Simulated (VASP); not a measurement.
# B (Im-3m) in VASP: further runs, part 2 of 3

VASP 6.6.1. The steps go on from the part before.

### 3 Single point, PBE

Input file INCAR:

```
SYSTEM = B
  PREC = Accurate
  ENCUT = 520
  EDIFF = 1E-7
  ISMEAR = -1
  SIGMA = 0.08
  LREAL = .False.
  LASPH = .True.
  NELM = 60
  ALGO = Normal
  ISIF = 2
  LWAVE = .False.
  LCHARG = .True.
  GGA = PE
  LELF = .True.
  LVHAR = .True.
  NBANDS = 8
```

Input file KPOINTS:

```
Automatic mesh
0
Gamma
  23 23 23
  0 0 0
```

Input file POSCAR:

```
B
1.0
   -1.1441302624      1.1441302624      1.1441302624
    1.1441302624     -1.1441302624      1.1441302624
    1.1441302624      1.1441302624     -1.1441302624
B
1
Direct
    0.0000000000      0.0000000000      0.0000000000
```

Potentials or basis: VASP PAW PBE potentials, release 64 (B).

Launch:

```console
$ cat potpaw_PBE.64/B/POTCAR > POTCAR
$ mpirun -np 1 vasp_std > vasp.out
```

OUTCAR:

```text
SYSTEM = B
   PREC = Accurate
   ENCUT = 520
   EDIFF = 1E-7
   ISMEAR = -1
   LREAL = .False.
   LASPH = .True.
   NELM = 60
   ISIF = 2
   GGA = PE

 ion  position               nearest neighbor table
   1  0.000  0.000  0.000-

  LATTYP: Found a body centered cubic cell.
 ALAT       =     2.2882605248

  Lattice vectors:

 A1 = (  -1.1441302624,   1.1441302624,   1.1441302624)
 A2 = (   1.1441302624,  -1.1441302624,   1.1441302624)
 A3 = (   1.1441302624,   1.1441302624,  -1.1441302624)

Analysis of symmetry for initial positions (statically):
=====================================================================
 Subroutine PRICEL returns:
 Original cell was already a primitive cell.

 Routine SETGRP: Setting up the symmetry group for a
 body centered cubic supercell.

 Subroutine GETGRP returns: Found 48 space group operations
 (whereof 48 operations were pure point group operations)
 out of a pool of 48 trial point group operations.

The static configuration has the point symmetry O_h .

Analysis of symmetry for dynamics (positions and initial velocities):
=====================================================================
 Subroutine PRICEL returns:
 Original cell was already a primitive cell.

 Routine SETGRP: Setting up the symmetry group for a
 body centered cubic supercell.

 Subroutine GETGRP returns: Found 48 space group operations
 (whereof 48 operations were pure point group operations)
 out of a pool of 48 trial point group operations.

The dynamic configuration has the point symmetry O_h .

 Subroutine INISYM returns: Found 48 space group operations
 (whereof 48 operations are pure point group operations),
 and found     1 'primitive' translations

----------------------------------------------------------------------------------------

                                     Primitive cell

  volume of cell :       5.9908

[... 94 lines left out ...]
   POTIM  = 0.5000    time-step for ionic-motion
   TEBEG  =    0.0;   TEEND  =   0.0 temperature during run
   PSTRESS=    0.0 pullay stress
   NELECT =       3.0000    total number of electrons
   NUPDOWN=      -1.0000    fix difference up-down
   EMIN   =  10.00;   EMAX   =-10.00  energy-range for DOS
   EFERMI =   0.00;   METHOD = LEGACY
   ISMEAR =    -1;   SIGMA  =   0.08  broadening in eV -4-tet -1-fermi 0-gaus
   EFERMI_NEDOS =   21; number of points for ismear=-14 and -15
   IALGO  =     38    algorithm
   IMIX   =      4    mixing-type and parameters
     AMIX     =   0.40;   BMIX     =  1.00
     AMIX_MAG =   1.60;   BMIX_MAG =  1.00
  volume/ion in A,a.u.               =       5.99        40.43
  Fermi-wavevector in a.u.,A,eV,Ry     =   1.300029  2.456699 22.994879  1.690076
  Thomas-Fermi vector in A             =   2.431255
   LORBIT       =      0    0 simple, 1 ext, 2 COOP (PROOUT), +10 PAW based schemes
   GGA     = PE    functional components
[... 5 lines left out ...]
 non-spin polarized calculation
  energy-cutoff  :      520.00
  volume of cell :        5.99
 maximum number of plane-waves:       177
   NGX =  7   NGY =  7   NGZ =  7

 number of electron       3.0000000 magnetization

 Free energy of the ion-electron system (eV)
  ---------------------------------------------------
  ext. energy  EPLUGINS =         0.00000000
  ---------------------------------------------------
  free energy    TOTEN  =        -4.99070483 eV

  energy without entropy =       -4.98650039  energy(sigma->0) =       -4.98860261

 E-fermi :  10.3085     XC(G=0): -12.9620

 val. band max:       10.2834220760   @ k =  -0.3043   0.4783   0.0435
 cond. band min:      10.3199424940   @ k =  -0.4783   0.4783   0.4783
 fundamental gap:      0.0365204181
 Fermi energy:        10.3084860870

 k-point     1 :       0.0000    0.0000    0.0000
  band No.  band energies     occupation
      1      -8.6366      2.00000
      2      26.1940      0.00000
      3      26.1940      0.00000
      4      26.1940      0.00000
      5      44.5868      0.00000
      6      44.5868      0.00000
      7      44.5868      0.00000
      8      48.4598      0.00000
[... 243 lines left out ...]
 k-point    24 :       0.0870    0.0870    0.0000
  band No.  band energies     occupation
      1      -7.5967      2.00000
      2      23.1407      0.00000
      3      23.8908      0.00000
      4      25.2204      0.00000
      5      38.9133      0.00000
      6      39.6966      0.00000
      7      45.2339      0.00000
      8      48.4780      0.00000

 [... further k-points ...]
[... 5 lines left out ...]
  --------------------------------------------------------------------------------------
  -------------------------------------------------------------------------------------
  Total        0.2194771      0.2194771      0.2194771     -0.0000000      0.0000000      0.0000000
  in kB       58.6966506     58.6966506     58.6966506     -0.0000000      0.0000000      0.0000000
  external PRESSURE =      58.6966506 kB  Pullay stress =       0.0000000 kB

 VOLUME and BASIS-vectors are now :
 -----------------------------------------------------------------------------
  energy-cutoff  :      520.00
  volume of cell :        5.99
      direct lattice vectors                 reciprocal lattice vectors
    -1.144130262  1.144130262  1.144130262     0.000000000  0.437013176  0.437013176
     1.144130262 -1.144130262  1.144130262     0.437013176  0.000000000  0.437013176
     1.144130262  1.144130262 -1.144130262     0.437013176  0.437013176  0.000000000

 POSITION                                       TOTAL-FORCE (eV/Angst)
 -----------------------------------------------------------------------------------
      0.00000      0.00000      0.00000         0.000000      0.000000      0.000000
 -----------------------------------------------------------------------------------
    total drift:                               -0.000000     -0.000000     -0.000000

  FREE ENERGIE OF THE ION-ELECTRON SYSTEM (eV)
  ---------------------------------------------------
  free  energy   TOTEN  =        -4.9907048315 eV

  energy  without entropy=       -4.9865003921  energy(sigma->0) =       -4.98860261
```

OSZICAR:

```text
N       E                     dE             d eps       ncg     rms          rms(c)
DAV:   1    -0.315638629535E+01   -0.31564E+01   -0.15769E+03  6472   0.298E+02
DAV:   2    -0.499643205585E+01   -0.18400E+01   -0.17697E+01  7544   0.335E+01
DAV:   3    -0.499841564018E+01   -0.19836E-02   -0.19833E-02  6624   0.115E+00
DAV:   4    -0.499841570048E+01   -0.60302E-07   -0.59113E-07  8112   0.600E-03
DAV:   5    -0.499841570059E+01   -0.11215E-09   -0.26914E-11  6744   0.249E-05    0.156E+00
DAV:   6    -0.499343733436E+01    0.49784E-02   -0.11919E-04  6632   0.888E-02    0.934E-01
DAV:   7    -0.499070374475E+01    0.27336E-02   -0.32767E-04  6200   0.160E-01    0.279E-02
DAV:   8    -0.499070497958E+01   -0.12348E-05   -0.23657E-07  7480   0.459E-03    0.638E-03
DAV:   9    -0.499070483590E+01    0.14367E-06   -0.11084E-07  6704   0.314E-03    0.260E-04
DAV:  10    -0.499070483146E+01    0.44433E-08   -0.34518E-10  3248   0.149E-04
   1 F= -.49907048E+01 E0= -.49886026E+01  d E =-.420444E-02
```

stdout:

```text
POSCAR found type information on POSCAR B
 POSCAR found :  1 types and       1 ions
 scaLAPACK will be used
 LDA part: xc-table for (Slater+PW92), standard interpolation
 POSCAR, INCAR and KPOINTS ok, starting setup
 FFT: planning ... GRIDC
 FFT: planning ... GRID_SOFT
 FFT: planning ... GRID
 WAVECAR not read
 entering main loop
```

It took 18 s on 1 thread of AMD EPYC 7R43 (Zen 3), shared host; peak memory 0.08 GiB.

Results:

```
Free energy : -4.9907 eV
Pressure    : 5.9 GPa
```

Levels at points of the mesh, in eV from the Fermi level:
| k point | band 1 | band 2 | band 3 | band 4 | band 5 | band 6 |
| --- | --- | --- | --- | --- | --- | --- |
| (0.00, 0.00, 0.00) | -18.95 | 15.89 | 15.89 | 15.89 | 34.28 | 34.28 |

### 4 Relaxation of cell and atoms, PBE, target pressure 5.9 GPa, at which the enthalpy is minimised

This run uses another cell than the first one, of 5.76 Å³/atom, 0.962 times its volume.

Input file INCAR:

```
PREC = Accurate ; ENCUT = 600
EDIFF = 1E-7 ; ISMEAR = -1
SIGMA = 0.08 ; LREAL = False
LASPH = True ; NELM = 60
ALGO = Normal ; ISIF = 3
LWAVE = False ; LCHARG = False
GGA = PE ; IBRION = 2
NSW = 60 ; EDIFFG = -0.005
PSTRESS = 59.0
```

Input file KPOINTS:

```
regular mesh
0
Gamma
  23 23 23
```

Input file POSCAR:

```
B
1.0
   -1.1295234350      1.1295234350      1.1295234350
    1.1295234350     -1.1295234350      1.1295234350
    1.1295234350      1.1295234350     -1.1295234350
B
1
Direct
    0.0000000000      0.0000000000      0.0000000000
```

Potentials or basis: VASP PAW PBE potentials, release 64 (B).

Launch:

```console
$ cat potpaw_PBE.64/B/POTCAR > POTCAR
$ mpirun -np 1 vasp_std > vasp.out
```

OUTCAR:

```text
PREC = Accurate
   ENCUT = 600
   EDIFF = 1E-7
   ISMEAR = -1
   LREAL = False
   LASPH = True
   NELM = 60
   ISIF = 3
   GGA = PE
   IBRION = 2
   NSW = 60
   EDIFFG = -0.005
   PSTRESS = 59.0

 ion  position               nearest neighbor table
   1  0.000  0.000  0.000-

  LATTYP: Found a body centered cubic cell.
 ALAT       =     2.2590468700

  Lattice vectors:

 A1 = (  -1.1295234350,   1.1295234350,   1.1295234350)
 A2 = (   1.1295234350,  -1.1295234350,   1.1295234350)
 A3 = (   1.1295234350,   1.1295234350,  -1.1295234350)

Analysis of symmetry for initial positions (statically):
=====================================================================
 Subroutine PRICEL returns:
 Original cell was already a primitive cell.

 Routine SETGRP: Setting up the symmetry group for a
 body centered cubic supercell.

 Subroutine GETGRP returns: Found 48 space group operations
 (whereof 48 operations were pure point group operations)
 out of a pool of 48 trial point group operations.

The static configuration has the point symmetry O_h .

Analysis of symmetry for dynamics (positions and initial velocities):
=====================================================================
 Subroutine PRICEL returns:
 Original cell was already a primitive cell.

 Routine SETGRP: Setting up the symmetry group for a
 body centered cubic supercell.

 Subroutine GETGRP returns: Found 48 space group operations
 (whereof 48 operations were pure point group operations)
 out of a pool of 48 trial point group operations.

The dynamic configuration has the point symmetry O_h .

 Subroutine INISYM returns: Found 48 space group operations
 (whereof 48 operations are pure point group operations),
 and found     1 'primitive' translations

----------------------------------------------------------------------------------------

                                     Primitive cell

  volume of cell :       5.7643

  direct lattice vectors                    reciprocal lattice vectors
    -1.129523435  1.129523435  1.129523435     0.000000000  0.442664565  0.442664565
     1.129523435 -1.129523435  1.129523435     0.442664565  0.000000000  0.442664565
     1.129523435  1.129523435 -1.129523435     0.442664565  0.442664565  0.000000000

  length of vectors
     1.956391978  1.956391978  1.956391978     0.626022231  0.626022231  0.626022231

  position of ions in fractional coordinates (direct lattice)
     0.000000000  0.000000000  0.000000000

  ion indices of the primitive-cell ions
   primitive index   ion index
                 1           1

----------------------------------------------------------------------------------------

 KPOINTS: regular mesh

Automatic generation of k-mesh.
 Grid dimensions read from file:
 generate k-points for:   23   23   23

 Generating k-lattice:

  Cartesian coordinates                     Fractional coordinates (reciprocal lattice)
     0.000000000  0.019246285  0.019246285     0.043478261  0.000000000  0.000000000
     0.019246285  0.000000000  0.019246285     0.000000000  0.043478261  0.000000000
     0.019246285  0.019246285  0.000000000     0.000000000  0.000000000  0.043478261

  Length of vectors
     0.027218358  0.027218358  0.027218358

  Shift w.r.t. Gamma in fractional coordinates (k-lattice)
     0.000000000  0.000000000  0.000000000

 Subroutine IBZKPT returns following result:
 ===========================================

 Found    364 irreducible k-points:

 Following reciprocal coordinates:
            Coordinates               Weight
  0.000000  0.000000  0.000000      1.000000
  0.043478  0.000000  0.000000     12.000000
  0.086957  0.000000  0.000000     12.000000
  0.130435  0.000000  0.000000     12.000000
  0.173913  0.000000  0.000000     12.000000
  0.217391  0.000000  0.000000     12.000000
[... 16 lines left out ...]
  0.478261  0.043478  0.000000     24.000000
  0.086957  0.086957  0.000000     24.000000
 [... further k-points ...]
   k-points           NKPTS =    364   k-points in BZ     NKDIM =    364   number of bands    NBANDS=      5
   number of dos      NEDOS =    301   number of ions     NIONS =      1
   total plane-waves  NPLWV =   4096
   dimension x,y,z NGX =    16 NGY =   16 NGZ =   16
   dimension x,y,z NGXF=    32 NGYF=   32 NGZF=   32
   ions per type =               1
   NGX,Y,Z   is equivalent  to a cutoff of  13.60, 13.60, 13.60 a.u.
   NGXF,Y,Z  is equivalent  to a cutoff of  27.19, 27.19, 27.19 a.u.
 SYSTEM =  unknown system
   PREC   = accura    normal or accurate (medium, high low for compatibility)
   ISTART =      0    job   : 0-new  1-cont  2-samecut
   ICHARG =      2    charge: 1-file 2-atom 10-const
   ISPIN  =      1    spin polarized calculation?
   LNONCOLLINEAR =      F non collinear calculations
   LSORBIT =      F    spin-orbit coupling
   LASPH  =      T    aspherical Exc in radial PAW
   ENCUT  =  600.0 eV  44.10 Ry    6.64 a.u.   3.91  3.91  3.91*2*pi/ulx,y,z
   NELM   =     60;   NELMIN=  2; NELMDL= -5     # of ELM steps
   EDIFF  = 0.1E-06   stopping-criterion for ELM
   LREAL  =      F    real-space projection
   EDIFFG = -.5E-02   stopping-criterion for IOM
   NSW    =     60    number of steps for IOM
   IBRION =      2    ionic relax: 0-MD 1-quasi-New 2-CG
   NFREE  =      1    steps in history (QN), initial steepest desc. (CG)
   ISIF   =      3    stress and relaxation
   ISYM   =      2    0-nonsym 1-usesym 2-fastsym
   POTIM  = 0.5000    time-step for ionic-motion
   TEBEG  =    0.0;   TEEND  =   0.0 temperature during run
   PSTRESS=   59.0 pullay stress
   NELECT =       3.0000    total number of electrons
   NUPDOWN=      -1.0000    fix difference up-down
   EMIN   =  10.00;   EMAX   =-10.00  energy-range for DOS
   EFERMI =   0.00;   METHOD = LEGACY
   ISMEAR =    -1;   SIGMA  =   0.08  broadening in eV -4-tet -1-fermi 0-gaus
   EFERMI_NEDOS =   21; number of points for ismear=-14 and -15
   IALGO  =     38    algorithm
   IMIX   =      4    mixing-type and parameters
     AMIX     =   0.40;   BMIX     =  1.00
     AMIX_MAG =   1.60;   BMIX_MAG =  1.00
  volume/ion in A,a.u.               =       5.76        38.90
  Fermi-wavevector in a.u.,A,eV,Ry     =   1.316841  2.488469 23.593458  1.734070
  Thomas-Fermi vector in A             =   2.446924
   LORBIT       =      0    0 simple, 1 ext, 2 COOP (PROOUT), +10 PAW based schemes
   GGA     = PE    functional components
   LHFCALC =     F    Hartree Fock is set to
   AEXX    =    0.0000 exact exchange contribution
   IVDW    =     0    specifies the selected vdW correction
   LEPSILON=     F    determine dielectric tensor
   LRPA    =     F    only Hartree local field effects (RPA)
 conjugate gradient relaxation of ions
 non-spin polarized calculation
  energy-cutoff  :      600.00
  volume of cell :        5.76
 maximum number of plane-waves:       204
   NGX =  7   NGY =  7   NGZ =  7

--------------------------------------- Ionic step        1  -------------------------------------------

 number of electron       3.0000000 magnetization

 Free energy of the ion-electron system (eV)
  ---------------------------------------------------
  ext. energy  EPLUGINS =         0.00000000
  ---------------------------------------------------
  free energy    TOTEN  =        -4.97612845 eV

  energy without entropy =       -4.97208103  energy(sigma->0) =       -4.97410474

------------------------ aborting loop because EDIFF is reached ----------------------------------------

  FORCE on cell =-STRESS in cart. coord.  units (eV):
  Direction    XX          YY          ZZ          XY          YZ          ZX
  --------------------------------------------------------------------------------------
  -------------------------------------------------------------------------------------
  Total        0.5948175      0.5948175      0.5948175      0.0000000     -0.0000000      0.0000000
  in kB      165.3288364    165.3288364    165.3288364      0.0000000     -0.0000000      0.0000000
  external PRESSURE =     106.3288364 kB  Pullay stress =      59.0000000 kB
[... 61 lines left out ...]
--------------------------------------- Ionic step        3  -------------------------------------------

 number of electron       3.0000000 magnetization

 Free energy of the ion-electron system (eV)
  ---------------------------------------------------
  ext. energy  EPLUGINS =         0.00000000
  ---------------------------------------------------
  free energy    TOTEN  =        -4.99157826 eV

  energy without entropy =       -4.98737736  energy(sigma->0) =       -4.98947781

 E-fermi :  10.3128     XC(G=0): -12.9638

 val. band max:       10.2877711589   @ k =  -0.3043   0.4783   0.0435
 cond. band min:      10.3242926032   @ k =  -0.4783   0.4783   0.4783
 fundamental gap:      0.0365214443
 Fermi energy:        10.3127650740

 k-point     1 :       0.0000    0.0000    0.0000
  band No.  band energies     occupation
      1      -8.6366      2.00000
      2      26.2043      0.00000
      3      26.2043      0.00000
      4      26.2043      0.00000
      5      44.5988      0.00000
[... 177 lines left out ...]
 k-point    24 :       0.0870    0.0870    0.0000
  band No.  band energies     occupation
      1      -7.5965      2.00000
      2      23.1494      0.00000
      3      23.8997      0.00000
      4      25.2299      0.00000
      5      38.9237      0.00000

 [... further k-points ...]
[... 5 lines left out ...]
  --------------------------------------------------------------------------------------
  -------------------------------------------------------------------------------------
  Total        0.2209375      0.2209375      0.2209375      0.0000000      0.0000000     -0.0000000
  in kB       59.1123428     59.1123428     59.1123428      0.0000000      0.0000000     -0.0000000
  external PRESSURE =       0.1123428 kB  Pullay stress =      59.0000000 kB
[... 20 lines left out ...]
  energy  without entropy=       -4.9873773588  energy(sigma->0) =       -4.98947781

  enthalpy is  TOTEN    =        -4.7710607040 eV   P V=        0.2205175592

 reached required accuracy - stopping structural energy minimisation
```

OSZICAR:

```text
N       E                     dE             d eps       ncg     rms          rms(c)
DAV:   1    -0.839016892303E+00   -0.83902E+00   -0.16729E+03  3850   0.531E+02
DAV:   2    -0.496942672211E+01   -0.41304E+01   -0.38717E+01  4715   0.661E+01
DAV:   3    -0.498522279799E+01   -0.15796E-01   -0.15790E-01  4330   0.452E+00
[... 14 lines left out ...]
   2 F= -.47697292E+01 E0= -.47675458E+01  d E =-.587003E-02
       N       E                     dE             d eps       ncg     rms          rms(c)
DAV:   1    -0.499167578939E+01    0.22933E-02   -0.17679E-02  3695   0.157E+00    0.831E-02
DAV:   2    -0.499161267963E+01    0.63110E-04   -0.20360E-05  4235   0.580E-02    0.488E-02
DAV:   3    -0.499157827777E+01    0.34402E-04   -0.22497E-05  4265   0.500E-02    0.281E-03
DAV:   4    -0.499157826322E+01    0.14555E-07   -0.12238E-08  3465   0.136E-03
   3 F= -.47710607E+01 E0= -.47689603E+01  d E =-.720154E-02
```

It took 8.1 s on 1 thread of AMD EPYC 9R45 (Zen 5), shared host; peak memory 0.09 GiB.

Results:

| Quantity | Value |
| --- | --- |
| Free energy | -4.9916 eV |
| Relaxed volume | 5.99 Å³/atom |
| Relaxed cell | a = 1.981 Å, b = 1.981 Å, c = 1.981 Å, α = 109.47°, β = 109.47°, γ = 109.47° |
| Space group after relaxing (to 0.05 Å) | Im-3m (No. 229) |
| Energy change on relaxing (the enthalpy is what falls) | -15.4 meV/atom |
| Ionic steps | 3 |
| Pressure after relaxing | 5.9 GPa |

Step by step:
| step | energy change (eV) | largest force (eV/Å) | pressure (GPa) | volume (Å³) |
| --- | --- | --- | --- | --- |
| 1 | 0.0000 | 0.0000 | 16.53 | 5.76 |
| 2 | -0.0178 | 0.0000 | 1.74 | 6.09 |
| 3 | -0.0154 | 0.0000 | 5.91 | 5.99 |

Final structure:
```
B
1.0
    -1.14397    1.14397    1.14397
     1.14397   -1.14397    1.14397
     1.14397    1.14397   -1.14397
B
1
Direct
  0.00000 0.00000 0.00000
```

Levels at points of the mesh, in eV from the Fermi level:
```
           k point  band 1  band 2  band 3  band 4  band 5
(0.00, 0.00, 0.00)  -18.95   15.89   15.89   15.89   34.29
```

Caveat: the cell is relaxed towards a set pressure, so the enthalpy falls and the energy may rise.

(Part 2 of 3 ends here.)
